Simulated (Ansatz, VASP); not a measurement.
# Two plane-wave programs on ZrTi5C6

```
Zr Ti C
1.0
     3.12254    0.00000    0.00000
     0.00000    3.12254    0.00000
     0.00000    0.00000   13.18934
Zr Ti C
1 5 6
Direct
  0.00000 0.00000 0.00000
  0.00000 0.00000 0.66249
  0.50000 0.50000 0.82472
  0.50000 0.50000 0.17528
  0.00000 0.00000 0.33751
  0.50000 0.50000 0.50000
  0.00000 0.00000 0.82430
  0.50000 0.50000 0.00000
  0.00000 0.00000 0.17570
  0.50000 0.50000 0.33678
  0.00000 0.00000 0.50000
  0.50000 0.50000 0.66322
```

Alike in both runs: functional PBE; k mesh 6 × 6 × 2; occupations gaussian, width 0.1 eV; no spin polarisation.

Ansatz relaxed the structure, and its values are those at the end. VASP's run is a single point on that final structure, the one shown.

```csv
,VASP,Ansatz
version,VASP 6.6.1,Ansatz 0.2.0
potentials or method,"VASP PAW PBE potentials, release 64 (Zr_sv, Ti_sv, C), cutoff 520 eV","scalar-relativistic, plane waves, PAW"
valence electrons in the cell,96,96
```

|  | VASP | Ansatz | Ansatz less VASP |
| --- | --- | --- | --- |
| gap on the k mesh at the Fermi level (eV) | none | none | - |
| pressure (GPa) | 0.3 | 0.0 | -0.26 |

A gap of «none» marks a metal or a gap that the smearing closes.
